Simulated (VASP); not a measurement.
# CaO (Lime) in VASP: settings compared

Aim: see how the results for CaO (Lime) move with the level of theory and the settings. Levels: r2SCAN, PBE. Tasks: single point.

Program: VASP 6.6.1. These are calculated values, not measurements. Logs are shortened: lines on timing, memory, paths and dates and some standing lists are left out, and cuts for length are marked.

**1. The cell of the first run**

It takes space group I4/mmm (No. 139, tetragonal). Conventional cell: a = 3.391 Å, b = 3.391 Å, c = 4.972 Å, α = 90.00°, β = 90.00°, γ = 90.00°. Ca (site symmetry 4/mmm) has 6 O at 2.40 to 2.49 Å within 3.2 Å. Within 3.2 Å of O (site symmetry 4/mmm) lie 6 Ca at 2.40 to 2.49 Å.

**2. Single point, r2SCAN (uniaxial y strain +3.7%)**

POSCAR reads:

```
CaO
1.0
    0.0000000000      2.4857771349      2.3975473909
    2.3975473909      0.0000000000      2.3975473909
    2.3975473909      2.4857771349      0.0000000000
Ca O
1 1
Direct
    0.0000000000      0.0000000000      0.0000000000
    0.5000000000      0.5000000000      0.5000000000
```

INCAR.step1 reads:

```
  PREC = Accurate
  ENCUT = 520
  ISMEAR = 0
  SIGMA = 0.01
  LREAL = False
  LASPH = True
  NELM = 100
  NBANDS = 15
  GGA = PE
  ALGO = Normal
  EDIFF = 1E-4
  LWAVE = True
  LCHARG = False
```

INCAR.step2 reads:

```
  PREC = Accurate
  ENCUT = 520
  EDIFF = 1E-7
  ISMEAR = 0
  SIGMA = 0.01
  LREAL = False
  LASPH = True
  NELM = 100
  ALGO = Normal
  ISIF = 2
  LWAVE = False
  LCHARG = False
  METAGGA = R2SCAN
  LMIXTAU = True
  NBANDS = 15
  ISTART = 1
```

KPOINTS reads:

```
Automatic mesh
0
Gamma
  10 10 10
```

Potentials or basis: VASP PAW PBE potentials, release 64 (Ca_sv, O).

Launch:

```console
$ cat potpaw_PBE.64/Ca_sv/POTCAR potpaw_PBE.64/O/POTCAR > POTCAR
$ cp INCAR.step1 INCAR
$ mpirun -np 1 vasp_std > vasp.out
$ cp INCAR.step2 INCAR
$ mpirun -np 1 vasp_std > vasp.out
```

OUTCAR:

```text
PREC = Accurate
   ENCUT = 520
   EDIFF = 1E-7
   ISMEAR = 0
   LREAL = False
   LASPH = True
   NELM = 100
   ISIF = 2
   METAGGA = R2SCAN
   ISTART = 1

 ion  position               nearest neighbor table
   1  0.000  0.000  0.000-   2 2.40   2 2.40   2 2.40   2 2.40   2 2.49   2 2.49
   2  0.500  0.500  0.500-   1 2.40   1 2.40   1 2.40   1 2.40   1 2.49   1 2.49

  LATTYP: Found a body centered tetragonal cell.
 ALAT       =     3.3906440366
 C/A-ratio  =     1.4662566215

  Lattice vectors:

 A1 = (   0.0000000000,  -2.4857771349,   2.3975473909)
 A2 = (   0.0000000000,  -2.4857771349,  -2.3975473909)
 A3 = (   2.3975473909,   2.4857771349,   0.0000000000)

Analysis of symmetry for initial positions (statically):
=====================================================================
 Subroutine PRICEL returns:
 Original cell was already a primitive cell.

 Routine SETGRP: Setting up the symmetry group for a
 body centered tetragonal supercell.

 Subroutine GETGRP returns: Found 16 space group operations
 (whereof 16 operations were pure point group operations)
 out of a pool of 16 trial point group operations.

The static configuration has the point symmetry D_4h.

Analysis of symmetry for dynamics (positions and initial velocities):
=====================================================================
 Subroutine PRICEL returns:
 Original cell was already a primitive cell.

 Routine SETGRP: Setting up the symmetry group for a
 body centered tetragonal supercell.

 Subroutine GETGRP returns: Found 16 space group operations
 (whereof 16 operations were pure point group operations)
 out of a pool of 16 trial point group operations.

The dynamic configuration has the point symmetry D_4h.

 Subroutine INISYM returns: Found 16 space group operations
 (whereof 16 operations are pure point group operations),
 and found     1 'primitive' translations

----------------------------------------------------------------------------------------

                                     Primitive cell

  volume of cell :      28.5777

  direct lattice vectors                    reciprocal lattice vectors
     0.000000000  2.485777135  2.397547391    -0.208546451  0.201144340  0.208546451
     2.397547391  0.000000000  2.397547391     0.208546451 -0.201144340  0.208546451
     2.397547391  2.485777135  0.000000000     0.208546451  0.201144340 -0.208546451

  length of vectors
     3.453595439  3.390644037  3.453595439     0.356990602  0.356990602  0.356990602

  position of ions in fractional coordinates (direct lattice)
     0.000000000  0.000000000  0.000000000
     0.500000000  0.500000000  0.500000000
[... 85 lines left out ...]
   POTIM  = 0.5000    time-step for ionic-motion
   TEBEG  =    0.0;   TEEND  =   0.0 temperature during run
   PSTRESS=    0.0 pullay stress
   NELECT =      16.0000    total number of electrons
   NUPDOWN=      -1.0000    fix difference up-down
   EMIN   =  10.00;   EMAX   =-10.00  energy-range for DOS
   EFERMI =   0.00;   METHOD = LEGACY
   ISMEAR =     0;   SIGMA  =   0.01  broadening in eV -4-tet -1-fermi 0-gaus
   EFERMI_NEDOS =   21; number of points for ismear=-14 and -15
   IALGO  =     38    algorithm
   IMIX   =      4    mixing-type and parameters
     AMIX     =   0.40;   BMIX     =  1.00
     AMIX_MAG =   1.60;   BMIX_MAG =  1.00
  volume/ion in A,a.u.               =      14.29        96.43
  Fermi-wavevector in a.u.,A,eV,Ry     =   1.349292  2.549792 24.770618  1.820589
  Thomas-Fermi vector in A             =   2.476891
   LORBIT       =      0    0 simple, 1 ext, 2 COOP (PROOUT), +10 PAW based schemes
   METAGGA = R2SCAN    functional components
   LHFCALC =     F    Hartree Fock is set to
   AEXX    =    0.0000 exact exchange contribution
   IVDW    =     0    specifies the selected vdW correction
   LEPSILON=     F    determine dielectric tensor
   LRPA    =     F    only Hartree local field effects (RPA)
 non-spin polarized calculation
 Gauss-broadening in eV      SIGMA  =   0.01
  energy-cutoff  :      520.00
  volume of cell :       28.58
 maximum number of plane-waves:       788
 NGX is ok and might be reduce to    28
   NGX = 13   NGY = 13   NGZ = 13

 number of electron      16.0000003 magnetization

 Free energy of the ion-electron system (eV)
  ---------------------------------------------------
  ext. energy  EPLUGINS =         0.00000000
  ---------------------------------------------------
  free energy    TOTEN  =       -19.43648715 eV

  energy without entropy =      -19.43648715  energy(sigma->0) =      -19.43648715

 E-fermi :   2.0533     XC(G=0): -10.9193

 val. band max:        1.8798596940   @ k =   0.0000   0.0000   0.0000
 cond. band min:       6.0169252124   @ k =   0.5000   0.5000   0.0000
 fundamental gap:      4.1370655184
 Fermi energy:         2.0533058950

 k-point     1 :       0.0000    0.0000    0.0000
  band No.  band energies     occupation
      1     -37.3189      2.00000
      2     -17.2530      2.00000
      3     -17.2198      2.00000
      4     -17.2198      2.00000
      5     -14.5661      2.00000
      6       1.8059      2.00000
      7       1.8799      2.00000
      8       1.8799      2.00000
      9       6.9958      0.00000
     10       8.4838      0.00000
     11       8.7208      0.00000
     12       8.7208      0.00000
     13      10.0743      0.00000
     14      10.3452      0.00000
[... 401 lines left out ...]
      2     -17.8486      2.00000
      3     -17.4172      2.00000
      4     -17.4000      2.00000
      5     -14.0377      2.00000
      6       0.2300      2.00000
      7       1.2824      2.00000
      8       1.3885      2.00000
      9       6.6895      0.00000
     10       9.8995      0.00000
     11      11.2235      0.00000
     12      11.2532      0.00000
     13      11.4316      0.00000
     14      13.3887      0.00000
     15      18.2416      0.00000

 [... further k-points ...]
[... 5 lines left out ...]
  --------------------------------------------------------------------------------------
  -------------------------------------------------------------------------------------
  Total       -0.1758264     -1.0888714     -0.1758264      0.0000000      0.0000000      0.0000000
  in kB       -9.8575303    -61.0464766     -9.8575303      0.0000000      0.0000000      0.0000000
  external PRESSURE =     -26.9205124 kB  Pullay stress =       0.0000000 kB

 VOLUME and BASIS-vectors are now :
 -----------------------------------------------------------------------------
  energy-cutoff  :      520.00
  volume of cell :       28.58
      direct lattice vectors                 reciprocal lattice vectors
     0.000000000  2.485777135  2.397547391    -0.208546451  0.201144340  0.208546451
     2.397547391  0.000000000  2.397547391     0.208546451 -0.201144340  0.208546451
     2.397547391  2.485777135  0.000000000     0.208546451  0.201144340 -0.208546451

 POSITION                                       TOTAL-FORCE (eV/Angst)
 -----------------------------------------------------------------------------------
      0.00000      0.00000      0.00000         0.000000      0.000000     -0.000000
      2.39755      2.48578      2.39755         0.000000     -0.000000      0.000000
 -----------------------------------------------------------------------------------
    total drift:                                0.000000      0.000000      0.000000

  FREE ENERGIE OF THE ION-ELECTRON SYSTEM (eV)
  ---------------------------------------------------
  free  energy   TOTEN  =       -19.4364871472 eV

  energy  without entropy=      -19.4364871472  energy(sigma->0) =      -19.43648715
```

OSZICAR.step1:

```text
N       E                     dE             d eps       ncg     rms          rms(c)
DAV:   1     0.124970244108E+03    0.12497E+03   -0.84328E+03  3060   0.109E+03
DAV:   2    -0.902855067882E+01   -0.13400E+03   -0.12481E+03  3760   0.288E+02
DAV:   3    -0.143556224439E+02   -0.53271E+01   -0.52874E+01  3663   0.596E+01
DAV:   4    -0.145132027401E+02   -0.15758E+00   -0.15748E+00  4349   0.910E+00
DAV:   5    -0.145146300992E+02   -0.14274E-02   -0.14273E-02  3595   0.818E-01    0.858E+00
DAV:   6    -0.128792158143E+02    0.16354E+01   -0.52449E+00  3425   0.220E+01    0.368E+00
DAV:   7    -0.127985577137E+02    0.80658E-01   -0.42218E-01  3382   0.662E+00    0.182E+00
DAV:   8    -0.127956604149E+02    0.28973E-02   -0.77854E-02  3936   0.300E+00    0.411E-01
DAV:   9    -0.127943193476E+02    0.13411E-02   -0.44319E-03  3215   0.550E-01    0.112E-01
DAV:  10    -0.127950126004E+02   -0.69325E-03   -0.78135E-04  3760   0.245E-01    0.445E-02
DAV:  11    -0.127949884228E+02    0.24178E-04   -0.41608E-05  2650   0.824E-02
   1 F= -.12794988E+02 E0= -.12794988E+02  d E =-.112198E-20
```

It took 6.1 min on 1 thread of Intel Xeon 8259CL, shared host; peak memory 0.2 GiB.

Results:

| Item | Value |
| --- | --- |
| Free energy | -19.4365 eV |
| Pressure | -2.7 GPa |
| Band gap on the k mesh | 4.14 eV, indirect (least direct gap 4.54 eV) |

Caveat: the cell differs from its parent crystal (uniaxial y strain +3.7%); the PAW data sets were made with another functional, which shifts forces and pressure a little. A k mesh can miss the band edges.

**3. Single point, PBE (shear xy strain +0.9%)**

INCAR reads:

```
  ALGO = Normal
  EDIFF = 1E-6
  ENCUT = 520
  GGA = PE
  ISIF = 2
  ISMEAR = -1
  LASPH = True
  LCHARG = False
  LREAL = False
  LWAVE = False
  NBANDS = 15
  NELM = 80
  PREC = Accurate
  SIGMA = 0.02
```

KPOINTS reads:

```
k-points
0
Gamma
  10 10 10
```

POSCAR reads:

```
CaO
1.0
    0.0107889633      2.3975473909      2.3975473909
    2.3975473909      0.0107889633      2.3975473909
    2.4083363542      2.4083363542      0.0000000000
Ca O
1 1
Direct
    0.0000000000      0.0000000000      0.0000000000
    0.5000000000      0.5000000000      0.5000000000
```

Potentials or basis: VASP PAW PBE potentials, release 64 (Ca_sv, O).

Launch:

```console
$ cat potpaw_PBE.64/Ca_sv/POTCAR potpaw_PBE.64/O/POTCAR > POTCAR
$ mpirun -np 1 vasp_std > vasp.out
```

Wall time 2.1 min (1 thread of Intel Xeon 8259CL, shared host); peak memory 0.21 GiB.

Results (log left out):

| Quantity | Value |
| --- | --- |
| Free energy | -12.7972 eV |
| Pressure | 3.1 GPa |
| Band gap on the k mesh | 3.62 eV, indirect (least direct gap 3.98 eV) |

Stress tensor (GPa, compression positive):
```
 3.05 -0.68  0.00
-0.68  3.05  0.00
 0.00  0.00  3.05
```

Levels at points of the mesh, in eV from the valence-band top:
| k point | band 5 | band 6 | band 7 | band 8 | band 9 | band 10 | band 11 | band 12 |
| --- | --- | --- | --- | --- | --- | --- | --- | --- |
| (0.00, 0.00, 0.00) | -15.56 | -0.03 | -0.02 | 0.00 | 4.75 | 6.18 | 6.23 | 6.27 |
| (0.50, 0.00, 0.00) | -14.34 | -2.67 | -1.26 | -1.23 | 7.08 | 8.36 | 8.43 | 8.54 |
| (0.50, 0.50, 0.00) | -15.32 | -1.31 | -0.41 | -0.37 | 3.62 | 8.08 | 8.92 | 9.56 |
| (0.00, 0.00, 0.50) | -14.33 | -2.67 | -1.23 | -1.20 | 7.06 | 8.33 | 8.39 | 8.55 |
| (0.50, 0.00, 0.50) | -15.32 | -1.31 | -0.39 | -0.39 | 3.62 | 8.08 | 8.92 | 9.57 |

Caveat: the cell differs from its parent crystal (shear xy strain +0.9%). A k mesh can miss the band edges.
